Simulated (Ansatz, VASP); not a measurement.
## Al2Au: VASP beside Ansatz

```xyz
3
Lattice="0.0000 3.0000 3.0000 3.0000 0.0000 3.0000 3.0000 3.0000 0.0000" Properties=species:S:1:pos:R:3 pbc="T T T"
Au    0.0000    0.0000    0.0000
Al    4.5000    4.5000    4.5000
Al    1.5000    1.5000    1.5000
```

Alike in both runs: task single point; functional PBE; k mesh 8 × 8 × 8; occupations fermi-dirac, width 0.05 eV; no spin polarisation.

|  | VASP | Ansatz |
| --- | --- | --- |
| version | VASP 6.6.1 | Ansatz 0.2.0 |
| potentials or method | VASP PAW PBE potentials, release 64 (Au, Al), cutoff 520 eV | all-electron LAPW, scalar-relativistic |

Ansatz gave:

| Item | Value |
| --- | --- |
| gap on the k mesh at the Fermi level (eV) | none |
| pressure (GPa) | 3.3 |

Question: Estimate VASP's values.

Answer: gap on the k mesh at the Fermi level (eV): none; pressure (GPa): 3.0.

A gap of «none» marks a metal or a gap that the smearing closes. Ansatz ran all-electron here, and VASP with PAW potentials.

Spin-orbit coupling is off throughout.
